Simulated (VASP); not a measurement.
# Tl (P6/mmm) in VASP: notebook, part 2 of 2

VASP 6.6.1. Earlier steps stand in the parts before.

## Step 5: Single point, r2SCAN (29.05 Å³/atom)

This run uses another cell than the first one, of 29.05 Å³/atom.

File POSCAR:

```
Tl
1.0
    5.4677797199      0.0000000000      0.0000000000
   -2.7338898599      4.7352361397      0.0000000000
    0.0000000000      0.0000000000      3.3659068710
Tl
3
Direct
    0.0000000000      0.0000000000      0.0000000000
    0.3333333333      0.6666666667      0.5000000000
    0.6666666667      0.3333333333      0.5000000000
```

File INCAR.step1:

```
PREC = Accurate
ENCUT = 520
ISMEAR = -1
SIGMA = 0.1
LREAL = False
LASPH = True
NELM = 60
NBANDS = 26
GGA = PE
ALGO = Normal
EDIFF = 1E-4
LWAVE = True
LCHARG = False
```

File INCAR.step2:

```
PREC = Accurate
ENCUT = 520
EDIFF = 1E-7
ISMEAR = -1
SIGMA = 0.1
LREAL = False
LASPH = True
NELM = 60
ALGO = Normal
ISIF = 2
LWAVE = False
LCHARG = True
METAGGA = R2SCAN
LMIXTAU = True
LELF = True
LVHAR = True
NBANDS = 26
ISTART = 1
```

File KPOINTS:

```
regular mesh
0
Gamma
  8 8 10
```

Potentials or basis: VASP PAW PBE potentials, release 64 (Tl_d).

The run is started by

```
$ cat potpaw_PBE.64/Tl_d/POTCAR > POTCAR
$ cp INCAR.step1 INCAR
$ mpirun -np 1 vasp_std > vasp.out
$ cp INCAR.step2 INCAR
$ mpirun -np 1 vasp_std > vasp.out
```

OUTCAR:

```text
PREC = Accurate
   ENCUT = 520
   EDIFF = 1E-7
   ISMEAR = -1
   LREAL = False
   LASPH = True
   NELM = 60
   ISIF = 2
   METAGGA = R2SCAN
   ISTART = 1

 ion  position               nearest neighbor table
   1  0.000  0.000  0.000-   2 3.58   3 3.58   2 3.58   3 3.58   2 3.58   2 3.58   3 3.58   3 3.58
                             3 3.58   3 3.58   2 3.58   2 3.58
   2  0.333  0.667  0.500-   3 3.16   3 3.16   3 3.16   1 3.58   1 3.58   1 3.58   1 3.58   1 3.58
                             1 3.58
   3  0.667  0.333  0.500-   2 3.16   2 3.16   2 3.16   1 3.58   1 3.58   1 3.58   1 3.58   1 3.58
                             1 3.58

[... 895 lines left out ...]
  --------------------------------------------------------------------------------------
  -------------------------------------------------------------------------------------
  Total        1.1348437      1.1348437      0.5163251      0.0000000     -0.0000000      0.0000000
  in kB       20.8637262     20.8637262      9.4924667      0.0000000     -0.0000000      0.0000000
  external PRESSURE =      17.0733064 kB  Pullay stress =       0.0000000 kB

 VOLUME and BASIS-vectors are now :
 -----------------------------------------------------------------------------
  energy-cutoff  :      520.00
  volume of cell :       87.15
      direct lattice vectors                 reciprocal lattice vectors
     5.467779720  0.000000000  0.000000000     0.182889592  0.105591355  0.000000000
    -2.733889860  4.735236140  0.000000000     0.000000000  0.211182710  0.000000000
     0.000000000  0.000000000  3.365906871     0.000000000  0.000000000  0.297096752

 POSITION                                       TOTAL-FORCE (eV/Angst)
 -----------------------------------------------------------------------------------
      0.00000      0.00000      0.00000         0.000000      0.000000      0.000000
     -0.00000      3.15682      1.68295         0.000000      0.000000      0.000000
      2.73389      1.57841      1.68295        -0.000000     -0.000000     -0.000000
 -----------------------------------------------------------------------------------
    total drift:                               -0.000000      0.000000     -0.000000

  FREE ENERGIE OF THE ION-ELECTRON SYSTEM (eV)
  ---------------------------------------------------
  free  energy   TOTEN  =      -159.4689992687 eV

  energy  without entropy=     -159.4135275988  energy(sigma->0) =     -159.44126343
```

Run time: 7.8 min. Hardware: 1 thread of Oxide Virtual Turin-like, shared host; peak memory 0.25 GiB.

Results:

```
Free energy            : -159.4690 eV
Pressure               : 1.7 GPa
Band gap on the k mesh : zero (an odd number of electrons rules out a gap without spin polarisation)
```

Stress tensor (GPa, compression positive):
```
2.09 0.00 0.00
0.00 2.09 0.00
0.00 0.00 0.95
```

Levels at points of the mesh, in eV from the Fermi level:
| k point | band 17 | band 18 | band 19 | band 20 | band 21 | band 22 |
| --- | --- | --- | --- | --- | --- | --- |
| (0.00, 0.00, 0.00) | -4.74 | -4.33 | -0.48 | -0.48 | -0.28 | -0.28 |
| (0.50, 0.00, 0.00) | -8.38 | -5.32 | -2.80 | 3.11 | 3.22 | 5.38 |
| (0.00, 0.00, 0.50) | -5.84 | -1.94 | 0.07 | 0.81 | 1.44 | 1.44 |
| (0.50, 0.00, 0.50) | -4.92 | -4.84 | -2.33 | -0.81 | 0.20 | 0.50 |

Caveat: the PAW data sets were made with another functional, which shifts forces and pressure a little; spin-orbit coupling is left out, which moves the levels of the heavy elements.

## Step 6: Single point, r2SCAN (30.26 Å³/atom)

File POSCAR:

```
Tl
1.0
    5.5426901206      0.0000000000      0.0000000000
   -2.7713450603      4.8001104497      0.0000000000
    0.0000000000      0.0000000000      3.4120209146
Tl
3
Direct
    0.0000000000      0.0000000000      0.0000000000
    0.3333333333      0.6666666667      0.5000000000
    0.6666666667      0.3333333333      0.5000000000
```

File INCAR.step1:

```
SYSTEM = Tl
PREC = Accurate
ENCUT = 520
ISMEAR = -1
SIGMA = 0.1
LREAL = .False.
LASPH = .True.
NELM = 80
NBANDS = 26
GGA = PE
ALGO = Normal
EDIFF = 1E-4
LWAVE = .True.
LCHARG = .False.
```

File INCAR.step2:

```
SYSTEM = Tl
PREC = Accurate
ENCUT = 520
EDIFF = 1E-6
ISMEAR = -1
SIGMA = 0.1
LREAL = .False.
LASPH = .True.
NELM = 80
ALGO = Normal
ISIF = 2
LWAVE = .False.
LCHARG = .False.
METAGGA = R2SCAN
LMIXTAU = .True.
NBANDS = 26
ISTART = 1
```

File KPOINTS:

```
regular mesh
0
Gamma
  8 8 10
  0 0 0
```

Potentials or basis: VASP PAW PBE potentials, release 64 (Tl_d).

The run is started by

```
$ cat potpaw_PBE.64/Tl_d/POTCAR > POTCAR
$ cp INCAR.step1 INCAR
$ mpirun -np 1 vasp_std > vasp.out
$ cp INCAR.step2 INCAR
$ mpirun -np 1 vasp_std > vasp.out
```

OUTCAR:

```text
SYSTEM = Tl
   PREC = Accurate
   ENCUT = 520
   EDIFF = 1E-6
   ISMEAR = -1
   LREAL = .False.
   LASPH = .True.
   NELM = 80
   ISIF = 2
   METAGGA = R2SCAN
   ISTART = 1

 ion  position               nearest neighbor table
   1  0.000  0.000  0.000-   2 3.63   3 3.63   2 3.63   3 3.63   2 3.63   2 3.63   3 3.63   3 3.63
                             3 3.63   3 3.63   2 3.63   2 3.63
   2  0.333  0.667  0.500-   3 3.20   3 3.20   3 3.20   1 3.63   1 3.63   1 3.63   1 3.63   1 3.63
                             1 3.63
   3  0.667  0.333  0.500-   2 3.20   2 3.20   2 3.20   1 3.63   1 3.63   1 3.63   1 3.63   1 3.63
                             1 3.63

  LATTYP: Found a hexagonal cell.
 ALAT       =     5.5426901206
 C/A-ratio  =     0.6155893330

  Lattice vectors:

 A1 = (   5.5426901206,   0.0000000000,   0.0000000000)
 A2 = (  -2.7713450603,   4.8001104497,   0.0000000000)
 A3 = (   0.0000000000,   0.0000000000,   3.4120209146)

Analysis of symmetry for initial positions (statically):
=====================================================================
 Subroutine PRICEL returns:
 Original cell was already a primitive cell.

 Routine SETGRP: Setting up the symmetry group for a
 hexagonal supercell.

 Subroutine GETGRP returns: Found 24 space group operations
 (whereof 24 operations were pure point group operations)
 out of a pool of 24 trial point group operations.

The static configuration has the point symmetry D_6h.

Analysis of symmetry for dynamics (positions and initial velocities):
=====================================================================
 Subroutine PRICEL returns:
 Original cell was already a primitive cell.

 Routine SETGRP: Setting up the symmetry group for a
 hexagonal supercell.

 Subroutine GETGRP returns: Found 24 space group operations
 (whereof 24 operations were pure point group operations)
 out of a pool of 24 trial point group operations.

The dynamic configuration has the point symmetry D_6h.

 Subroutine INISYM returns: Found 24 space group operations
 (whereof 24 operations are pure point group operations),
 and found     1 'primitive' translations

----------------------------------------------------------------------------------------

                                     Primitive cell

  volume of cell :      90.7786

  direct lattice vectors                    reciprocal lattice vectors
     5.542690121  0.000000000  0.000000000     0.180417808  0.104164270  0.000000000
    -2.771345060  4.800110450  0.000000000     0.000000000  0.208328540  0.000000000
     0.000000000  0.000000000  3.412020915     0.000000000  0.000000000  0.293081439

  length of vectors
     5.542690121  5.542690121  3.412020915     0.208328540  0.208328540  0.293081439

  position of ions in fractional coordinates (direct lattice)
     0.000000000  0.000000000  0.000000000
     0.333333333  0.666666667  0.500000000
     0.666666667  0.333333333  0.500000000

  ion indices of the primitive-cell ions
   primitive index   ion index
                 1           1
                 2           2
                 3           3

----------------------------------------------------------------------------------------

 KPOINTS: regular mesh

Automatic generation of k-mesh.
 Grid dimensions read from file:
 generate k-points for:    8    8   10

 Generating k-lattice:

  Cartesian coordinates                     Fractional coordinates (reciprocal lattice)
     0.022552226  0.013020534  0.000000000     0.125000000  0.000000000  0.000000000
     0.000000000  0.026041067  0.000000000     0.000000000  0.125000000  0.000000000
     0.000000000  0.000000000  0.029308144     0.000000000  0.000000000  0.100000000

  Length of vectors
     0.026041067  0.026041067  0.029308144

  Shift w.r.t. Gamma in fractional coordinates (k-lattice)
     0.000000000  0.000000000  0.000000000

 Subroutine IBZKPT returns following result:
 ===========================================

 Found     60 irreducible k-points:

 Following reciprocal coordinates:
            Coordinates               Weight
  0.000000  0.000000  0.000000      1.000000
  0.125000  0.000000  0.000000      6.000000
  0.250000  0.000000  0.000000      6.000000
  0.375000 -0.000000  0.000000      6.000000
  0.500000  0.000000  0.000000      3.000000
  0.125000  0.125000  0.000000      6.000000
[... 16 lines left out ...]
  0.250000  0.000000  0.200000     12.000000
  0.375000 -0.000000  0.200000     12.000000
 [... further k-points ...]
   k-points           NKPTS =     60   k-points in BZ     NKDIM =     60   number of bands    NBANDS=     26
   number of dos      NEDOS =    301   number of ions     NIONS =      3
   total plane-waves  NPLWV =  49392
   dimension x,y,z NGX =    42 NGY =   42 NGZ =   28
   dimension x,y,z NGXF=    84 NGYF=   84 NGZF=   56
   ions per type =               3
   NGX,Y,Z   is equivalent  to a cutoff of  12.60, 12.60, 13.64 a.u.
   NGXF,Y,Z  is equivalent  to a cutoff of  25.19, 25.19, 27.29 a.u.
 SYSTEM =  Tl
   PREC   = accura    normal or accurate (medium, high low for compatibility)
   ISTART =      1    job   : 0-new  1-cont  2-samecut
   ICHARG =      0    charge: 1-file 2-atom 10-const
   ISPIN  =      1    spin polarized calculation?
   LNONCOLLINEAR =      F non collinear calculations
   LSORBIT =      F    spin-orbit coupling
   LASPH  =      T    aspherical Exc in radial PAW
   ENCUT  =  520.0 eV  38.22 Ry    6.18 a.u.  10.31 10.31  6.34*2*pi/ulx,y,z
   NELM   =     80;   NELMIN=  2; NELMDL=  0     # of ELM steps
   EDIFF  = 0.1E-05   stopping-criterion for ELM
   LREAL  =      F    real-space projection
   EDIFFG = 0.1E-04   stopping-criterion for IOM
   NSW    =      0    number of steps for IOM
   IBRION =     -1    ionic relax: 0-MD 1-quasi-New 2-CG
   NFREE  =      0    steps in history (QN), initial steepest desc. (CG)
   ISIF   =      2    stress and relaxation
   ISYM   =      2    0-nonsym 1-usesym 2-fastsym
   POTIM  = 0.5000    time-step for ionic-motion
   TEBEG  =    0.0;   TEEND  =   0.0 temperature during run
   PSTRESS=    0.0 pullay stress
   NELECT =      39.0000    total number of electrons
   NUPDOWN=      -1.0000    fix difference up-down
   EMIN   =  10.00;   EMAX   =-10.00  energy-range for DOS
   EFERMI =   0.00;   METHOD = LEGACY
   ISMEAR =    -1;   SIGMA  =   0.10  broadening in eV -4-tet -1-fermi 0-gaus
   EFERMI_NEDOS =   21; number of points for ismear=-14 and -15
   IALGO  =     38    algorithm
   IMIX   =      4    mixing-type and parameters
     AMIX     =   0.40;   BMIX     =  1.00
     AMIX_MAG =   1.60;   BMIX_MAG =  1.00
  volume/ion in A,a.u.               =      30.26       204.20
  Fermi-wavevector in a.u.,A,eV,Ry     =   1.235289  2.334357 20.761655  1.525939
  Thomas-Fermi vector in A             =   2.369944
   LORBIT       =      0    0 simple, 1 ext, 2 COOP (PROOUT), +10 PAW based schemes
   METAGGA = R2SCAN    functional components
   LHFCALC =     F    Hartree Fock is set to
   AEXX    =    0.0000 exact exchange contribution
   IVDW    =     0    specifies the selected vdW correction
   LEPSILON=     F    determine dielectric tensor
   LRPA    =     F    only Hartree local field effects (RPA)
 non-spin polarized calculation
  energy-cutoff  :      520.00
  volume of cell :       90.78
 maximum number of plane-waves:      2484
 NGX is ok and might be reduce to    42
   NGX = 21   NGY = 21   NGZ = 13

 number of electron      39.0000001 magnetization

 Free energy of the ion-electron system (eV)
  ---------------------------------------------------
  ext. energy  EPLUGINS =         0.00000000
  ---------------------------------------------------
  free energy    TOTEN  =      -159.49234105 eV

  energy without entropy =     -159.43531492  energy(sigma->0) =     -159.46382798

 E-fermi :   6.0280     XC(G=0): -10.5034

 val. band max:        6.0200521267   @ k =   0.0000   0.0000   0.5000
 cond. band min:       6.0424183197   @ k =   0.2500   0.0000   0.1000
 fundamental gap:      0.0223661931
 Fermi energy:         6.0280141851

 k-point     1 :       0.0000    0.0000    0.0000
  band No.  band energies     occupation
      1      -6.5181      2.00000
      2      -6.1828      2.00000
      3      -6.1670      2.00000
      4      -6.1670      2.00000
      5      -6.1519      2.00000
      6      -5.9950      2.00000
[... 685 lines left out ...]
     25      11.9717      0.00000
     26      12.4072      0.00000

 [... further k-points ...]

------------------------ aborting loop because EDIFF is reached ----------------------------------------

  FORCE on cell =-STRESS in cart. coord.  units (eV):
  Direction    XX          YY          ZZ          XY          YZ          ZX
  --------------------------------------------------------------------------------------
  -------------------------------------------------------------------------------------
  Total        0.3382928      0.3382928     -0.2298062      0.0000000      0.0000000     -0.0000000
  in kB        5.9706245      5.9706245     -4.0559147      0.0000000      0.0000000     -0.0000000
  external PRESSURE =       2.6284448 kB  Pullay stress =       0.0000000 kB

 VOLUME and BASIS-vectors are now :
 -----------------------------------------------------------------------------
  energy-cutoff  :      520.00
  volume of cell :       90.78
      direct lattice vectors                 reciprocal lattice vectors
     5.542690121  0.000000000  0.000000000     0.180417808  0.104164270  0.000000000
    -2.771345060  4.800110450  0.000000000     0.000000000  0.208328540  0.000000000
     0.000000000  0.000000000  3.412020915     0.000000000  0.000000000  0.293081439

 POSITION                                       TOTAL-FORCE (eV/Angst)
 -----------------------------------------------------------------------------------
      0.00000      0.00000      0.00000        -0.000000      0.000000      0.000000
     -0.00000      3.20007      1.70601        -0.000000      0.000000      0.000000
      2.77135      1.60004      1.70601         0.000000      0.000000     -0.000000
 -----------------------------------------------------------------------------------
    total drift:                               -0.000000      0.000000     -0.000000

  FREE ENERGIE OF THE ION-ELECTRON SYSTEM (eV)
  ---------------------------------------------------
  free  energy   TOTEN  =      -159.4923410488 eV

  energy  without entropy=     -159.4353149193  energy(sigma->0) =     -159.46382798
```

Run time: 7.9 min. Hardware: 1 thread of Oxide Virtual Turin-like, shared host; peak memory 0.25 GiB.

Results:

| Item | Value |
| --- | --- |
| Free energy | -159.4923 eV |
| Pressure | 0.3 GPa |
| Band gap on the k mesh | zero (an odd number of electrons rules out a gap without spin polarisation) |

Stress tensor (GPa, compression positive):
```
 0.60  0.00  0.00
 0.00  0.60  0.00
 0.00  0.00 -0.41
```

Caveat: the PAW data sets were made with another functional, which shifts forces and pressure a little; spin-orbit coupling is left out, which moves the levels of the heavy elements.

## Step 7: Summary

```csv
cell,k mesh,gap on the mesh (eV),pressure (GPa)
"a = 5.543, b = 5.543, c = 3.412 Å, angles 90.0, 90.0, 120.0°, 3 atoms",7 × 7 × 10,none,0.0
"a = 5.311, b = 5.311, c = 3.270 Å, angles 90.0, 90.0, 120.0°, 3 atoms",8 × 8 × 10,none,6.0
"a = 5.391, b = 5.391, c = 3.318 Å, angles 90.0, 90.0, 120.0°, 3 atoms",8 × 8 × 10,none,3.6
"a = 5.468, b = 5.468, c = 3.366 Å, angles 90.0, 90.0, 120.0°, 3 atoms",8 × 8 × 10,none,1.7
"a = 5.543, b = 5.543, c = 3.412 Å, angles 90.0, 90.0, 120.0°, 3 atoms",8 × 8 × 10,none,0.3
```

Alike in all rows: task single point; level r2SCAN; potentials or basis VASP PAW PBE potentials, release 64 (Tl_d); no spin polarisation; cutoff (eV) 520; smearing fermi-dirac 0.1 eV.

Caveats: the PAW data sets were made with another functional, which shifts forces and pressure a little; spin-orbit coupling is left out, which moves the levels of the heavy elements; the cell stands under pressure (at least some runs).

Absolute energies hang on the potentials; compare differences alone.

The gap in the log of VASP goes by the Fermi energy; the results here count the filled bands.